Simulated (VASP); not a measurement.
# Ga (P6_3/mmc) in VASP: single point with PBEsol

Aim: the single point of Ga with PBEsol.

All numbers are computed with VASP 6.6.1; they aren't measurements. Logs are shortened: lines on timing, memory, paths and dates and some standing lists are left out, and cuts for length are marked.

## 1. The cell of the first run

Symmetry: P6_3/mmc, No. 194, hexagonal system. The conventional cell has a = 2.940 Å, b = 2.940 Å, c = 4.761 Å, α = 90.00°, β = 90.00°, γ = 120.00°. Ga (site symmetry -6m2) has 12 Ga at 2.92 to 2.94 Å within 3.9 Å.

## 2. Single point, PBEsol

Input file INCAR:

```
SYSTEM = Ga
PREC     = Accurate       ! precision mode
ENCUT    = 520            ! plane-wave cutoff, eV
EDIFF    = 1E-6           ! SCF threshold, eV
ISMEAR   = 0              ! smearing method
SIGMA    = 0.1            ! smearing width, eV
LREAL    = .FALSE.        ! projectors in reciprocal space
LASPH    = .TRUE.         ! aspherical terms in the spheres
NELM     = 80             ! most SCF steps
ALGO     = Fast           ! electronic algorithm
ISIF     = 2              ! what is computed and relaxed
LWAVE    = .FALSE.        ! write WAVECAR
LCHARG   = .FALSE.        ! write CHGCAR
GGA      = PS             ! functional
NBANDS   = 20             ! bands
```

Input file KPOINTS:

```
Automatic mesh
0
G
  18 18 10
  0 0 0
```

Input file POSCAR:

```
Ga
1.0
    2.9400147497      0.0000000000      0.0000000000
   -1.4700073748      2.5461274608      0.0000000000
    0.0000000000      0.0000000000      4.7606369633
Ga
2
Direct
    0.3333333333      0.6666666667      0.2500000000
    0.6666666667      0.3333333333      0.7500000000
```

Potentials or basis: VASP PAW PBE potentials, release 64 (Ga_d).

On the command line:

```console
cat potpaw_PBE.64/Ga_d/POTCAR > POTCAR
mpirun -np 1 vasp_std > vasp.out
```

OUTCAR:

```text
SYSTEM = Ga
   PREC = Accurate
   ENCUT = 520
   EDIFF = 1E-6
   ISMEAR = 0
   LREAL = .FALSE.
   LASPH = .TRUE.
   NELM = 80
   ISIF = 2
   GGA = PS

 ion  position               nearest neighbor table
   1  0.333  0.667  0.250-
   2  0.667  0.333  0.750-

  LATTYP: Found a hexagonal cell.
 ALAT       =     2.9400147497
 C/A-ratio  =     1.6192561496

  Lattice vectors:

 A1 = (   2.9400147497,   0.0000000000,   0.0000000000)
 A2 = (  -1.4700073748,   2.5461274608,   0.0000000000)
 A3 = (   0.0000000000,   0.0000000000,   4.7606369633)

Analysis of symmetry for initial positions (statically):
=====================================================================
 Subroutine PRICEL returns:
 Original cell was already a primitive cell.

 Routine SETGRP: Setting up the symmetry group for a
 hexagonal supercell.

 Subroutine GETGRP returns: Found 24 space group operations
 (whereof 12 operations were pure point group operations)
 out of a pool of 24 trial point group operations.

The static configuration has the point symmetry D_3d.
 The point group associated with its full space group is D_6h.

Analysis of symmetry for dynamics (positions and initial velocities):
=====================================================================
 Subroutine PRICEL returns:
 Original cell was already a primitive cell.

 Routine SETGRP: Setting up the symmetry group for a
 hexagonal supercell.

 Subroutine GETGRP returns: Found 24 space group operations
 (whereof 12 operations were pure point group operations)
 out of a pool of 24 trial point group operations.

The dynamic configuration has the point symmetry D_3d.
 The point group associated with its full space group is D_6h.

 Subroutine INISYM returns: Found 24 space group operations
 (whereof 12 operations are pure point group operations),
 and found     1 'primitive' translations

----------------------------------------------------------------------------------------

                                     Primitive cell

  volume of cell :      35.6365

  direct lattice vectors                    reciprocal lattice vectors
     2.940014750  0.000000000  0.000000000     0.340134348  0.196376657  0.000000000
    -1.470007375  2.546127461  0.000000000     0.000000000  0.392753315  0.000000000
     0.000000000  0.000000000  4.760636963     0.000000000  0.000000000  0.210055925

  length of vectors
     2.940014750  2.940014750  4.760636963     0.392753315  0.392753315  0.210055925

  position of ions in fractional coordinates (direct lattice)
     0.333333333  0.666666667  0.250000000
     0.666666667  0.333333333  0.750000000

  ion indices of the primitive-cell ions
   primitive index   ion index
                 1           1
                 2           2

----------------------------------------------------------------------------------------

 KPOINTS: Automatic mesh

Automatic generation of k-mesh.
 Grid dimensions read from file:
 generate k-points for:   18   18   10

 Generating k-lattice:

  Cartesian coordinates                     Fractional coordinates (reciprocal lattice)
     0.018896353  0.010909814  0.000000000     0.055555556 -0.000000000  0.000000000
     0.000000000  0.021819629  0.000000000     0.000000000  0.055555556  0.000000000
     0.000000000  0.000000000  0.021005592     0.000000000  0.000000000  0.100000000

  Length of vectors
     0.021819629  0.021819629  0.021005592

  Shift w.r.t. Gamma in fractional coordinates (k-lattice)
     0.000000000  0.000000000  0.000000000

 Subroutine IBZKPT returns following result:
 ===========================================

 Found    222 irreducible k-points:

 Following reciprocal coordinates:
            Coordinates               Weight
  0.000000  0.000000  0.000000      1.000000
  0.055556  0.000000  0.000000      6.000000
  0.111111  0.000000  0.000000      6.000000
  0.166667  0.000000  0.000000      6.000000
  0.222222  0.000000  0.000000      6.000000
  0.277778  0.000000  0.000000      6.000000
[... 16 lines left out ...]
  0.333333  0.111111  0.000000     12.000000
  0.388889  0.111111  0.000000     12.000000
 [... further k-points ...]
   k-points           NKPTS =    222   k-points in BZ     NKDIM =    222   number of bands    NBANDS=     20
   number of dos      NEDOS =    301   number of ions     NIONS =      2
   total plane-waves  NPLWV =  20736
   dimension x,y,z NGX =    24 NGY =   24 NGZ =   36
   dimension x,y,z NGXF=    48 NGYF=   48 NGZF=   72
   ions per type =               2
   NGX,Y,Z   is equivalent  to a cutoff of  13.57, 13.57, 12.57 a.u.
   NGXF,Y,Z  is equivalent  to a cutoff of  27.14, 27.14, 25.14 a.u.
 SYSTEM =  Ga
   PREC   = accura    normal or accurate (medium, high low for compatibility)
   ISTART =      0    job   : 0-new  1-cont  2-samecut
   ICHARG =      2    charge: 1-file 2-atom 10-const
   ISPIN  =      1    spin polarized calculation?
   LNONCOLLINEAR =      F non collinear calculations
   LSORBIT =      F    spin-orbit coupling
   LASPH  =      T    aspherical Exc in radial PAW
   ENCUT  =  520.0 eV  38.22 Ry    6.18 a.u.   5.47  5.47  8.85*2*pi/ulx,y,z
   NELM   =     80;   NELMIN=  2; NELMDL= -5     # of ELM steps
   EDIFF  = 0.1E-05   stopping-criterion for ELM
   LREAL  =      F    real-space projection
   EDIFFG = 0.1E-04   stopping-criterion for IOM
   NSW    =      0    number of steps for IOM
   IBRION =     -1    ionic relax: 0-MD 1-quasi-New 2-CG
   NFREE  =      0    steps in history (QN), initial steepest desc. (CG)
   ISIF   =      2    stress and relaxation
   ISYM   =      2    0-nonsym 1-usesym 2-fastsym
   POTIM  = 0.5000    time-step for ionic-motion
   TEBEG  =    0.0;   TEEND  =   0.0 temperature during run
   PSTRESS=    0.0 pullay stress
   NELECT =      26.0000    total number of electrons
   NUPDOWN=      -1.0000    fix difference up-down
   EMIN   =  10.00;   EMAX   =-10.00  energy-range for DOS
   EFERMI =   0.00;   METHOD = LEGACY
   ISMEAR =     0;   SIGMA  =   0.10  broadening in eV -4-tet -1-fermi 0-gaus
   EFERMI_NEDOS =   21; number of points for ismear=-14 and -15
   IALGO  =     68    algorithm
   IMIX   =      4    mixing-type and parameters
     AMIX     =   0.40;   BMIX     =  1.00
     AMIX_MAG =   1.60;   BMIX_MAG =  1.00
  volume/ion in A,a.u.               =      17.82       120.24
  Fermi-wavevector in a.u.,A,eV,Ry     =   1.473786  2.785051 29.552462  2.172045
  Thomas-Fermi vector in A             =   2.588637
   LORBIT       =      0    0 simple, 1 ext, 2 COOP (PROOUT), +10 PAW based schemes
   GGA     = PS    functional components
   LHFCALC =     F    Hartree Fock is set to
   AEXX    =    0.0000 exact exchange contribution
   IVDW    =     0    specifies the selected vdW correction
   LEPSILON=     F    determine dielectric tensor
   LRPA    =     F    only Hartree local field effects (RPA)
 non-spin polarized calculation
 RMM-DIIS sequential band-by-band and
 Gauss-broadening in eV      SIGMA  =   0.10
  energy-cutoff  :      520.00
  volume of cell :       35.64
 maximum number of plane-waves:       989
 NGX is ok and might be reduce to    24
   NGX = 11   NGY = 11   NGZ = 17

 number of electron      25.9999991 magnetization

 Free energy of the ion-electron system (eV)
  ---------------------------------------------------
  ext. energy  EPLUGINS =         0.00000000
  ---------------------------------------------------
  free energy    TOTEN  =        -6.64354956 eV

  energy without entropy =       -6.63880843  energy(sigma->0) =       -6.64117900

 E-fermi :   5.9663     XC(G=0): -11.4419

 val. band max:        5.9596900761   @ k =   0.2778   0.2222   0.0000
 cond. band min:       5.9990824464   @ k =   0.3889   0.0556   0.0000
 fundamental gap:      0.0393923703
 Fermi energy:         5.9662522304

 k-point     1 :       0.0000    0.0000    0.0000
  band No.  band energies     occupation
      1      -9.0380      2.00000
      2      -8.9341      2.00000
      3      -8.9190      2.00000
      4      -8.9190      2.00000
      5      -8.8919      2.00000
      6      -8.8919      2.00000
[... 12 lines left out ...]
     19      20.2827      0.00000
     20      20.3543      0.00000

 k-point     2 :       0.0556    0.0000    0.0000
  band No.  band energies     occupation
      1      -9.0329      2.00000
      2      -8.9407      2.00000
      3      -8.9120      2.00000
      4      -8.9109      2.00000
      5      -8.8923      2.00000
      6      -8.8854      2.00000
[... 12 lines left out ...]
     19      20.5324      0.00000
     20      20.8111      0.00000

 k-point     3 :       0.1111    0.0000    0.0000
  band No.  band energies     occupation
      1      -9.0221      2.00000
      2      -8.9500      2.00000
      3      -8.9003      2.00000
      4      -8.8917      2.00000
      5      -8.8877      2.00000
      6      -8.8667      2.00000
[... 12 lines left out ...]
     19      19.2937      0.00000
     20      21.7502      0.00000

 k-point     4 :       0.1667    0.0000    0.0000
  band No.  band energies     occupation
      1      -9.0206      2.00000
      2      -8.9489      2.00000
      3      -8.9031      2.00000
      4      -8.8870      2.00000
      5      -8.8739      2.00000
      6      -8.8637      2.00000
[... 12 lines left out ...]
     19      18.5921      0.00000
     20      21.0639      0.00000

 k-point     5 :       0.2222    0.0000    0.0000
  band No.  band energies     occupation
      1      -9.0366      2.00000
      2      -8.9415      2.00000
      3      -8.9162      2.00000
      4      -8.9003      2.00000
      5      -8.8887      2.00000
      6      -8.8319      2.00000
[... 12 lines left out ...]
     19      18.0585      0.00000
     20      20.6041      0.00000

 k-point     6 :       0.2778    0.0000    0.0000
  band No.  band energies     occupation
      1      -9.0598      2.00000
      2      -8.9503      2.00000
      3      -8.9486      2.00000
      4      -8.9036      2.00000
      5      -8.8807      2.00000
      6      -8.7966      2.00000
[... 12 lines left out ...]
     19      17.4808      0.00000
     20      20.1854      0.00000

 k-point     7 :       0.3333    0.0000    0.0000
  band No.  band energies     occupation
      1      -9.0832      2.00000
      2      -8.9844      2.00000
      3      -8.9623      2.00000
      4      -8.9169      2.00000
      5      -8.8577      2.00000
      6      -8.8134      2.00000
[... 12 lines left out ...]
     19      16.9788      0.00000
     20      19.7877      0.00000
[... 277 lines left out ...]
 k-point    20 :       0.1667    0.1111    0.0000
  band No.  band energies     occupation
      1      -9.0101      2.00000
      2      -8.9699      2.00000
      3      -8.9236      2.00000
      4      -8.9000      2.00000
      5      -8.8841      2.00000
      6      -8.8452      2.00000
[... 12 lines left out ...]
     19      18.6060      0.00000
     20      18.7805      0.00000

 k-point    21 :       0.2222    0.1111    0.0000
  band No.  band energies     occupation
      1      -9.0318      2.00000
      2      -8.9577      2.00000
      3      -8.9575      2.00000
      4      -8.9114      2.00000
      5      -8.8778      2.00000
      6      -8.8141      2.00000
[... 12 lines left out ...]
     19      17.7680      0.00000
     20      18.2319      0.00000

 k-point    22 :       0.2778    0.1111    0.0000
  band No.  band energies     occupation
      1      -9.0539      2.00000
      2      -8.9910      2.00000
      3      -8.9536      2.00000
      4      -8.9205      2.00000
      5      -8.8627      2.00000
      6      -8.8149      2.00000
[... 12 lines left out ...]
     19      17.1912      0.00000
     20      17.7890      0.00000

 k-point    23 :       0.3333    0.1111    0.0000
  band No.  band energies     occupation
      1      -9.0721      2.00000
      2      -9.0184      2.00000
      3      -8.9567      2.00000
      4      -8.9267      2.00000
      5      -8.8438      2.00000
      6      -8.8298      2.00000
[... 12 lines left out ...]
     19      16.8031      0.00000
     20      17.4698      0.00000

 k-point    24 :       0.3889    0.1111    0.0000
  band No.  band energies     occupation
      1      -9.0840      2.00000
      2      -9.0363      2.00000
      3      -8.9608      2.00000
      4      -8.9302      2.00000
      5      -8.8397      2.00000
      6      -8.8293      2.00000
[... 12 lines left out ...]
     19      16.5765      0.00000
     20      17.2777      0.00000

 [... further k-points ...]
[... 5 lines left out ...]
  --------------------------------------------------------------------------------------
  -------------------------------------------------------------------------------------
  Total        0.0169270      0.0169270     -0.0087671      0.0000000      0.0000000     -0.0000000
  in kB        0.7610178      0.7610178     -0.3941593      0.0000000      0.0000000     -0.0000000
  external PRESSURE =       0.3759588 kB  Pullay stress =       0.0000000 kB

 VOLUME and BASIS-vectors are now :
 -----------------------------------------------------------------------------
  energy-cutoff  :      520.00
  volume of cell :       35.64
      direct lattice vectors                 reciprocal lattice vectors
     2.940014750  0.000000000  0.000000000     0.340134348  0.196376657  0.000000000
    -1.470007375  2.546127461  0.000000000     0.000000000  0.392753315  0.000000000
     0.000000000  0.000000000  4.760636963     0.000000000  0.000000000  0.210055925

 POSITION                                       TOTAL-FORCE (eV/Angst)
 -----------------------------------------------------------------------------------
     -0.00000      1.69742      1.19016         0.000000     -0.000000      0.000000
      1.47001      0.84871      3.57048        -0.000000      0.000000      0.000000
 -----------------------------------------------------------------------------------
    total drift:                               -0.000000      0.000000      0.000000

  FREE ENERGIE OF THE ION-ELECTRON SYSTEM (eV)
  ---------------------------------------------------
  free  energy   TOTEN  =        -6.6435495576 eV

  energy  without entropy=       -6.6388084332  energy(sigma->0) =       -6.64117900
```

Wall time 56 s (1 thread of Intel Xeon 6975P-C (Granite Rapids), shared host); peak memory 0.24 GiB.

What came out:

- Free energy: -6.6435 eV
- Pressure: 0.0 GPa
- Band gap on the k mesh: zero (band 13 reaches 10.57 eV, above the bottom of band 14 at 2.62 eV)

Caveat: the PAW data sets were made with another functional, which shifts forces and pressure a little.
